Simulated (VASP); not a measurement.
Here is a VASP 6.6.1 calculation.

File INCAR:

```
SYSTEM = NaCl
PREC = Accurate
ENCUT = 500
EDIFF = 1E-6
ISMEAR = 0
SIGMA = 0.01
LREAL = .False.
LASPH = .True.
NELM = 120
ALGO = Normal
ISIF = 2
LWAVE = .False.
LCHARG = .False.
GGA = CA
NBANDS = 14
GGA_COMPAT = .False.
```

Contents of KPOINTS:

```
Automatic mesh
0
Gamma
  4 4 4
  0 0 0
```

Contents of POSCAR:

```
NaCl
1.0
    0.0000000000      2.8026988074      2.8026988074
    2.8026988074      0.0000000000      2.8026988074
    2.8026988074      2.8026988074      0.0000000000
Na Cl
1 1
Direct
    0.0000000000      0.0000000000      0.0000000000
    0.5000000000      0.5000000000      0.5000000000
```

Potentials or basis: VASP PAW LDA potentials, release 64 (Na_pv, Cl).

The run is started by

```bash
$ cat potpaw_LDA.64/Na_pv/POTCAR potpaw_LDA.64/Cl/POTCAR > POTCAR
$ mpirun -np 1 vasp_std > vasp.out
```

Task: What does it give for the pressure?

Result: -2.0 GPa.

Task: Predict the band gap on the k mesh.

Result: 4.77 eV.

Caveat: the k points lie up to 0.49 Å⁻¹ apart.
